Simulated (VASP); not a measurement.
# Na2BrF (P4/mmm) in VASP: a series of runs, part 3 of 3

VASP 6.6.1. Earlier steps stand in the parts before.

### Step 6. Single point, PBE

INCAR reads:

```
PREC = Accurate
ENCUT = 520
EDIFF = 1E-6
ISMEAR = 0
SIGMA = 0.01
LREAL = False
LASPH = True
NELM = 100
ALGO = Normal
ISIF = 2
LWAVE = False
LCHARG = False
GGA = PE
NBANDS = 22
```

KPOINTS reads:

```
Automatic mesh
0
Gamma
  6 6 4
```

POSCAR reads:

```
Na2BrF
1.0
    3.9523519850      0.0000000000      0.0000000000
    0.0000000000      3.9523519850      0.0000000000
    0.0000000000      0.0000000000      5.5161338983
Na Br F
2 1 1
Direct
    0.0000000000      0.0000000000      0.0000000000
    0.5000000000      0.5000000000      0.5000000000
    0.5000000000      0.5000000000      0.0000000000
    0.0000000000      0.0000000000      0.5000000000
```

Potentials or basis: VASP PAW PBE potentials, release 64 (Na_pv, Br, F).

On the command line:

```console
$ cat potpaw_PBE.64/Na_pv/POTCAR potpaw_PBE.64/Br/POTCAR potpaw_PBE.64/F/POTCAR > POTCAR
$ mpirun -np 1 vasp_std > vasp.out
```

OUTCAR:

```text
PREC = Accurate
   ENCUT = 520
   EDIFF = 1E-6
   ISMEAR = 0
   LREAL = False
   LASPH = True
   NELM = 100
   ISIF = 2
   GGA = PE

 ion  position               nearest neighbor table
   1  0.000  0.000  0.000-
   2  0.500  0.500  0.500-   3 2.76   3 2.76
   3  0.500  0.500  0.000-   2 2.76   2 2.76
   4  0.000  0.000  0.500-

  LATTYP: Found a simple tetragonal cell.
 ALAT       =     3.9523519850
 C/A-ratio  =     1.3956585646
[... 796 lines left out ...]

  FORCE on cell =-STRESS in cart. coord.  units (eV):
  Direction    XX          YY          ZZ          XY          YZ          ZX
  --------------------------------------------------------------------------------------
  -------------------------------------------------------------------------------------
  Total       -0.0317598     -0.0317598     -0.0348908      0.0000000      0.0000000     -0.0000000
  in kB       -0.5905308     -0.5905308     -0.6487463      0.0000000      0.0000000     -0.0000000
  external PRESSURE =      -0.6099360 kB  Pullay stress =       0.0000000 kB

 VOLUME and BASIS-vectors are now :
 -----------------------------------------------------------------------------
  energy-cutoff  :      520.00
  volume of cell :       86.17
      direct lattice vectors                 reciprocal lattice vectors
     3.952351985  0.000000000  0.000000000     0.253013903  0.000000000  0.000000000
     0.000000000  3.952351985  0.000000000     0.000000000  0.253013903  0.000000000
     0.000000000  0.000000000  5.516133898     0.000000000  0.000000000  0.181286390

 POSITION                                       TOTAL-FORCE (eV/Angst)
 -----------------------------------------------------------------------------------
      0.00000      0.00000      0.00000         0.000000      0.000000      0.000000
      1.97618      1.97618      2.75807         0.000000      0.000000      0.000000
      1.97618      1.97618      0.00000         0.000000      0.000000      0.000000
      0.00000      0.00000      2.75807         0.000000      0.000000      0.000000
 -----------------------------------------------------------------------------------
    total drift:                                0.000000      0.000000      0.000000

  FREE ENERGIE OF THE ION-ELECTRON SYSTEM (eV)
  ---------------------------------------------------
  free  energy   TOTEN  =       -13.9105776233 eV

  energy  without entropy=      -13.9105776233  energy(sigma->0) =      -13.91057762
```

OSZICAR:

```text
N       E                     dE             d eps       ncg     rms          rms(c)
DAV:   1     0.268590549020E+03    0.26859E+03   -0.14191E+04  1326   0.132E+03
DAV:   2     0.113276748522E+02   -0.25726E+03   -0.24247E+03  1412   0.367E+02
DAV:   3    -0.146559243950E+02   -0.25984E+02   -0.25786E+02  1592   0.118E+02
DAV:   4    -0.152986361106E+02   -0.64271E+00   -0.64228E+00  1476   0.202E+01
DAV:   5    -0.153097281836E+02   -0.11092E-01   -0.11091E-01  1586   0.267E+00    0.621E+00
DAV:   6    -0.139861552428E+02    0.13236E+01   -0.59151E+00  1614   0.110E+01    0.267E+00
DAV:   7    -0.139295315096E+02    0.56624E-01   -0.11774E-01  1374   0.230E+00    0.145E+00
DAV:   8    -0.139078191278E+02    0.21712E-01   -0.92516E-02  1700   0.256E+00    0.253E-01
DAV:   9    -0.139099478430E+02   -0.21287E-02   -0.90465E-03  1596   0.716E-01    0.112E-01
DAV:  10    -0.139105984739E+02   -0.65063E-03   -0.18383E-03  1460   0.283E-01    0.732E-02
DAV:  11    -0.139105815658E+02    0.16908E-04   -0.68759E-04  1666   0.168E-01    0.295E-02
DAV:  12    -0.139105783972E+02    0.31686E-05   -0.13315E-04  1450   0.885E-02    0.805E-03
DAV:  13    -0.139105773031E+02    0.10941E-05   -0.84599E-06  1626   0.222E-02    0.341E-03
DAV:  14    -0.139105776233E+02   -0.32019E-06   -0.19268E-06  1176   0.115E-02
   1 F= -.13910578E+02 E0= -.13910578E+02  d E =-.206535E-84
```

stdout:

```text
POSCAR found type information on POSCAR NaBrF
 POSCAR found :  3 types and       4 ions
 scaLAPACK will be used
 LDA part: xc-table for (Slater+PW92), standard interpolation
 POSCAR, INCAR and KPOINTS ok, starting setup
 FFT: planning ... GRIDC
 FFT: planning ... GRID_SOFT
 FFT: planning ... GRID
 WAVECAR not read
 entering main loop
```

Wall time 43 s (1 thread of Intel Xeon Platinum 8259CL at 2.50GHz (Skylake/Cascade Lake), shared host); peak memory 0.21 GiB.

What came out:

```yaml
Free_energy: -13.9106 eV
Pressure: -0.1 GPa
Band_gap_on_the_k_mesh: 4.46 eV, direct
```

Levels at points of the mesh, in eV from the valence-band top:
| k point | band 12 | band 13 | band 14 | band 15 | band 16 | band 17 |
| --- | --- | --- | --- | --- | --- | --- |
| (0.00, 0.00, 0.00) | -0.03 | 0.00 | 0.00 | 4.46 | 7.71 | 8.00 |
| (0.50, 0.00, 0.00) | -0.39 | -0.20 | -0.18 | 7.08 | 8.18 | 8.34 |
| (0.50, 0.50, 0.00) | -0.34 | -0.34 | -0.31 | 7.00 | 8.55 | 8.55 |
| (0.00, 0.00, 0.50) | -0.27 | -0.20 | -0.20 | 6.31 | 6.77 | 8.27 |
| (0.50, 0.00, 0.50) | -0.19 | -0.18 | -0.17 | 6.49 | 7.75 | 9.33 |
| (0.50, 0.50, 0.50) | -0.53 | -0.53 | -0.38 | 7.62 | 8.10 | 8.10 |

Expect the measured gap to be larger: semilocal functionals such as PBE lack the derivative discontinuity.

### Step 7. Overview

| task | cell | cutoff (eV) | smearing | gap on the mesh (eV) | pressure (GPa) |
| --- | --- | --- | --- | --- | --- |
| single point | a = 3.951, b = 3.951, c = 5.515 Å, 4 atoms | 520 | gaussian 0.02 eV | 4.46 | 0.0 |
| relaxation of cell and atoms | relaxed from a = 3.930, b = 3.930, c = 5.496 Å, 4 atoms | 600 | gaussian 0.02 eV | 4.47 | 0.0 |
| single point | a = 3.611, b = 3.611, c = 5.107 Å, 4 atoms | 520 | gaussian 0.1 eV | 5.26 | 11.5 |
| single point | a = 3.930, b = 3.930, c = 5.496 Å, 4 atoms | 520 | gaussian 0.1 eV | 4.51 | 0.3 |
| single point | a = 3.952, b = 3.952, c = 5.516 Å, 4 atoms | 520 | gaussian 0.01 eV | 4.46 | -0.1 |

Alike in all rows: level PBE; potentials or basis VASP PAW PBE potentials, release 64 (Na_pv, Br, F); no spin polarisation; k mesh 6 × 6 × 4.

Absolute energies hang on the potentials; compare differences alone.
